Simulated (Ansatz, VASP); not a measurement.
**ZrSbS in VASP and in Ansatz**

The input INCAR:

```
SYSTEM = ZrSbS
PREC     = Accurate       ! precision mode
ENCUT    = 500            ! plane-wave cutoff, eV
EDIFF    = 1E-6           ! SCF threshold, eV
ISMEAR   = -1             ! smearing method
SIGMA    = 0.1            ! smearing width, eV
LREAL    = .FALSE.        ! projectors in reciprocal space
LASPH    = .TRUE.         ! aspherical terms in the spheres
NELM     = 200            ! most SCF steps
ALGO     = Normal         ! electronic algorithm
ISIF     = 2              ! what is computed and relaxed
LWAVE    = .FALSE.        ! write WAVECAR
LCHARG   = .FALSE.        ! write CHGCAR
LMAXMIX  = 4              ! l up to which the mixer works
LDAU     = .TRUE.         ! DFT+U
LDAUTYPE = 2            
LDAUL    = -1 2 -1        ! shell
LDAUU    = 0 8 0          ! U, eV
LDAUJ    = 0 0 0        
LDAUPRINT= 1            
GGA      = PE             ! functional
NBANDS   = 42             ! bands
GGA_COMPAT= .FALSE.
```

File KPOINTS:

```
Automatic mesh
0
G
  5 5 2
  0 0 0
```

The input POSCAR:

```
ZrSbS
1.0
    3.8712160000      0.0000000000      0.0000000000
    0.0000000000      3.8712160000      0.0000000000
    0.0000000000      0.0000000000      8.5788720000
Sb Zr S
2 2 2
Direct
    0.0000000000      0.0000000000      0.0000000000
    0.5000000000      0.5000000000      0.0000000000
    0.0000000000      0.5000000000      0.2770000000
    0.5000000000      0.0000000000      0.7230000000
    0.0000000000      0.5000000000      0.6220000000
    0.5000000000      0.0000000000      0.3780000000
```

Input for Ansatz:

```yaml
crystal:
  lattice:
    - [3.871216, 0.0, 0.0]
    - [0.0, 3.871216, 0.0]
    - [0.0, 0.0, 8.578872]
  atoms:
    - { symbol: Sb, position: [0.0, 0.0, 0.0] }
    - { symbol: Sb, position: [0.5, 0.5, 0.0] }
    - { symbol: Zr, position: [0.0, 0.5, 0.277] }
    - { symbol: Zr, position: [0.5, 0.0, 0.723] }
    - { symbol: S, position: [0.0, 0.5, 0.622] }
    - { symbol: S, position: [0.5, 0.0, 0.378] }
  symmetry: { tolerance: 0.0003 }
kpoints:
  mp_grid: { grid: [5, 5, 2], shift: [0, 0, 0] }
magnetization:
  spin_polarized: false
scf:
  occupations: { method: fermi_dirac }
hamiltonian:
  pseudopotentials: { kind: paw }
  xc: pbe
  hubbard: { sites: [{ species: Zr, l: d, u_eff: 8.0 }], double_counting: fll }
basis:
  ecutwfc: 420
output:
  forces: true
  stress: true
  eigenvalues: true
```

Alike in both runs: task single point; functional PBE; k mesh 5 × 5 × 2; no spin polarisation; Hubbard terms Zr d U = 8.0 eV.

```csv
,VASP,Ansatz
version,VASP 6.6.1,Ansatz 0.2.0
potentials or method,"VASP PAW PBE potentials, release 64 (Sb_d_GW, Zr_sv, S), cutoff 500 eV",PAW plane waves
occupations,"fermi-dirac, width 0.1 eV",fermi-dirac
valence electrons in the cell,66,66
```

```tsv
	VASP	Ansatz	Ansatz less VASP
gap on the k mesh at the Fermi level (eV)	none	none	-
pressure (GPa)	8.6	12.6	+3.99
traceless stress, the component that is largest in VASP (GPa)	-8.87	-5.32	+3.555
rms of the force components (eV/Å)	0.389	0.742	+0.3536
```

The programs project onto different local orbitals, so the same U acts differently, and such runs can settle in different states. Atom by atom the forces differ by 0.356 eV/Å (rms over components). A gap of «none» marks a metal or a gap that the smearing closes. Ansatz's warnings: filled band counts differ across k points.

The k mesh is coarse, so the values compare programs but aren't converged. Neither program's run includes spin-orbit coupling.
